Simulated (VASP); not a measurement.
# ZrC (Fm-3m) in VASP: a series of runs, part 2 of 2

VASP 6.6.1. Earlier steps stand in the parts before.

## (3) Single point, PBE

This run uses another cell than the first one, of 13.76 Å³/atom, 1.083 times its volume.

INCAR reads:

```
SYSTEM = ZrC
  PREC = Accurate
  ENCUT = 520
  EDIFF = 1E-7
  ISMEAR = -1
  SIGMA = 0.05
  LREAL = .False.
  LASPH = .True.
  NELM = 80
  ALGO = Normal
  ISIF = 2
  LWAVE = .False.
  LCHARG = .False.
  GGA = PE
  NBANDS = 15
```

KPOINTS reads:

```
regular mesh
0
Gamma
  8 8 8
  0 0 0
```

POSCAR reads:

```
ZrC
1.0
    0.0000000000      2.3961219900      2.3961219900
    2.3961219900      0.0000000000      2.3961219900
    2.3961219900      2.3961219900      0.0000000000
Zr C
1 1
Direct
    0.5000000000      0.5000000000      0.5000000000
    0.0000000000      0.0000000000      0.0000000000
```

Potentials or basis: VASP PAW PBE potentials, release 64 (Zr_sv, C).

On the command line:

```console
> cat potpaw_PBE.64/Zr_sv/POTCAR potpaw_PBE.64/C/POTCAR > POTCAR
> mpirun -np 1 vasp_std > vasp.out
```

OUTCAR:

```text
SYSTEM = ZrC
   PREC = Accurate
   ENCUT = 520
   EDIFF = 1E-7
   ISMEAR = -1
   LREAL = .False.
   LASPH = .True.
   NELM = 80
   ISIF = 2
   GGA = PE

 ion  position               nearest neighbor table
   1  0.500  0.500  0.500-   2 2.40   2 2.40   2 2.40   2 2.40   2 2.40   2 2.40
   2  0.000  0.000  0.000-   1 2.40   1 2.40   1 2.40   1 2.40   1 2.40   1 2.40

  LATTYP: Found a face centered cubic cell.
 ALAT       =     4.7922439800

  Lattice vectors:

 A1 = (   0.0000000000,   2.3961219900,   2.3961219900)
 A2 = (   2.3961219900,   0.0000000000,   2.3961219900)
 A3 = (   2.3961219900,   2.3961219900,   0.0000000000)

Analysis of symmetry for initial positions (statically):
=====================================================================
 Subroutine PRICEL returns:
 Original cell was already a primitive cell.

 Routine SETGRP: Setting up the symmetry group for a
 face centered cubic supercell.

 Subroutine GETGRP returns: Found 48 space group operations
 (whereof 48 operations were pure point group operations)
 out of a pool of 48 trial point group operations.

The static configuration has the point symmetry O_h .

Analysis of symmetry for dynamics (positions and initial velocities):
=====================================================================
 Subroutine PRICEL returns:
 Original cell was already a primitive cell.

 Routine SETGRP: Setting up the symmetry group for a
 face centered cubic supercell.

 Subroutine GETGRP returns: Found 48 space group operations
 (whereof 48 operations were pure point group operations)
 out of a pool of 48 trial point group operations.

The dynamic configuration has the point symmetry O_h .

 Subroutine INISYM returns: Found 48 space group operations
 (whereof 48 operations are pure point group operations),
 and found     1 'primitive' translations

----------------------------------------------------------------------------------------

                                     Primitive cell

[... 114 lines left out ...]
   LORBIT       =      0    0 simple, 1 ext, 2 COOP (PROOUT), +10 PAW based schemes
   GGA     = PE    functional components
   LHFCALC =     F    Hartree Fock is set to
   AEXX    =    0.0000 exact exchange contribution
   IVDW    =     0    specifies the selected vdW correction
   LEPSILON=     F    determine dielectric tensor
   LRPA    =     F    only Hartree local field effects (RPA)
 non-spin polarized calculation
  energy-cutoff  :      520.00
  volume of cell :       27.51
 maximum number of plane-waves:       754
 NGX is ok and might be reduce to    28
   NGX = 13   NGY = 13   NGZ = 13

 number of electron      16.0000000 magnetization

 Free energy of the ion-electron system (eV)
  ---------------------------------------------------
  ext. energy  EPLUGINS =         0.00000000
  ---------------------------------------------------
  free energy    TOTEN  =       -19.41484142 eV

  energy without entropy =      -19.41189783  energy(sigma->0) =      -19.41336963

 E-fermi :   8.9131     XC(G=0): -11.8489

 val. band max:        8.7790580777   @ k =   0.3750   0.3750   0.0000
 cond. band min:       8.9248226978   @ k =   0.1250   0.1250   0.0000
 fundamental gap:      0.1457646201
 Fermi energy:         8.9131002598

 k-point     1 :       0.0000    0.0000    0.0000
  band No.  band energies     occupation
      1     -39.3752      2.00000
      2     -17.1182      2.00000
      3     -17.1182      2.00000
      4     -17.1182      2.00000
      5      -2.1370      2.00000
      6       9.8803      0.00000
      7       9.8803      0.00000
      8       9.8803      0.00000
      9      10.0275      0.00000
     10      10.0275      0.00000
     11      10.0275      0.00000
     12      11.6026      0.00000
     13      11.6026      0.00000
     14      15.6198      0.00000
[... 401 lines left out ...]
      2     -17.7003      2.00000
      3     -17.3611      2.00000
      4     -17.2437      2.00000
      5       0.1198      2.00000
      6       4.8613      2.00000
      7       6.5201      2.00000
      8       6.6904      2.00000
      9      12.1543      0.00000
     10      12.5445      0.00000
     11      13.8628      0.00000
     12      16.4053      0.00000
     13      17.1466      0.00000
     14      18.7237      0.00000
     15      21.9011      0.00000

 [... further k-points ...]
[... 5 lines left out ...]
  --------------------------------------------------------------------------------------
  -------------------------------------------------------------------------------------
  Total       -1.7741853     -1.7741853     -1.7741853      0.0000000     -0.0000000      0.0000000
  in kB     -103.3124820   -103.3124820   -103.3124820      0.0000000     -0.0000000      0.0000000
  external PRESSURE =    -103.3124820 kB  Pullay stress =       0.0000000 kB

 VOLUME and BASIS-vectors are now :
 -----------------------------------------------------------------------------
  energy-cutoff  :      520.00
  volume of cell :       27.51
      direct lattice vectors                 reciprocal lattice vectors
     0.000000000  2.396121990  2.396121990    -0.208670511  0.208670511  0.208670511
     2.396121990  0.000000000  2.396121990     0.208670511 -0.208670511  0.208670511
     2.396121990  2.396121990  0.000000000     0.208670511  0.208670511 -0.208670511

 POSITION                                       TOTAL-FORCE (eV/Angst)
 -----------------------------------------------------------------------------------
      2.39612      2.39612      2.39612         0.000000      0.000000      0.000000
      0.00000      0.00000      0.00000        -0.000000     -0.000000     -0.000000
 -----------------------------------------------------------------------------------
    total drift:                                0.000000      0.000000      0.000000

  FREE ENERGIE OF THE ION-ELECTRON SYSTEM (eV)
  ---------------------------------------------------
  free  energy   TOTEN  =       -19.4148414245 eV

  energy  without entropy=      -19.4118978291  energy(sigma->0) =      -19.41336963
```

Run time: 11 s. Hardware: 1 thread of AMD EPYC 7R13 (Zen 3), shared host; peak memory 0.13 GiB.

What came out:

| Property | Result |
| --- | --- |
| Free energy | -19.4148 eV |
| Pressure | -10.3 GPa |
| Band gap on the k mesh | zero (band 8 reaches 9.88 eV, above the bottom of band 9 at 8.60 eV) |
